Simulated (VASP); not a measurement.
Here is a VASP 6.6.1 calculation.

INCAR

```
ALGO = Normal
EDIFF = 1E-6
ENCUT = 520
GGA = PE
ISIF = 2
ISMEAR = 0
LASPH = True
LCHARG = False
LREAL = False
LWAVE = False
NBANDS = 44
NELM = 100
PREC = Accurate
SIGMA = 0.1
```

KPOINTS

```
k-points
0
Gamma
  10 10 4
```

File POSCAR:

```
Ta3RhN4
1.0
    2.9895589719      0.0000000000      0.0000000000
    0.0000000000      2.9895589719      0.0000000000
    0.0000000000      0.0000000000     10.0467892421
Ta Rh N
3 1 4
Direct
    0.5000000000      0.5000000000      0.7954956005
    0.0000000000      0.0000000000      0.5000000000
    0.5000000000      0.5000000000      0.2045043995
    0.0000000000      0.0000000000      0.0000000000
    0.0000000000      0.0000000000      0.2829892410
    0.5000000000      0.5000000000      0.0000000000
    0.0000000000      0.0000000000      0.7170107590
    0.5000000000      0.5000000000      0.5000000000
```

Potentials or basis: VASP PAW PBE potentials, release 64 (Ta_pv, Rh_pv, N).

Command:

```bash
$ cat potpaw_PBE.64/Ta_pv/POTCAR potpaw_PBE.64/Rh_pv/POTCAR potpaw_PBE.64/N/POTCAR > POTCAR
$ mpirun -np 1 vasp_std > vasp.out
```

Problem. Estimate the band gap on the k mesh.

Solution. Zero (band 34 reaches 9.23 eV, above the bottom of band 35 at 6.14 eV).

Problem. Predict the largest force.

Solution. 0.017 eV/Å.

Forces in eV/Å, atoms in the order of the input:
```
Ta   0.000  0.000 -0.017
Ta   0.000  0.000  0.000
Ta   0.000  0.000  0.017
Rh   0.000  0.000  0.000
N    0.000  0.000 -0.003
N    0.000  0.000  0.000
N    0.000  0.000  0.003
N    0.000  0.000  0.000
```

Caveat: spin-orbit coupling is left out, which moves the levels of the heavy elements.
